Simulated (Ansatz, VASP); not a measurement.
**Two plane-wave programs on WS2**

```
S W
1.0
     3.15955    0.00000    0.00000
    -1.57977    2.73625    0.00000
     0.00000    0.00000   32.29109
S W
2 1
Cartesian
  0.0000 1.8242 14.5697
  0.0000 1.8242 17.7218
  1.5798 0.9121 16.1457
```

Alike in both runs: functional PBE; dispersion D3(BJ); k mesh 12 × 12 × 1; occupations gaussian, width 0.02 eV; no spin polarisation.

Ansatz relaxed the structure, and its values are those at the end. VASP's run is a single point on that final structure, the one shown.

```csv
,VASP,Ansatz
version,VASP 6.6.1,Ansatz 0.2.0
potentials or method,"VASP PAW PBE potentials, release 64 (S, W_sv), cutoff 520 eV","scalar-relativistic, plane waves, PAW"
valence electrons in the cell,26,26
```

```csv
,VASP,Ansatz,Ansatz less VASP
gap on the k mesh at the Fermi level (eV),1.92,1.92,-0.003
least direct gap on the mesh (eV),1.92,1.92,-0.003
```

Ansatz's warnings: near symmetry operation missed by atoms.

Spin-orbit coupling is off throughout.
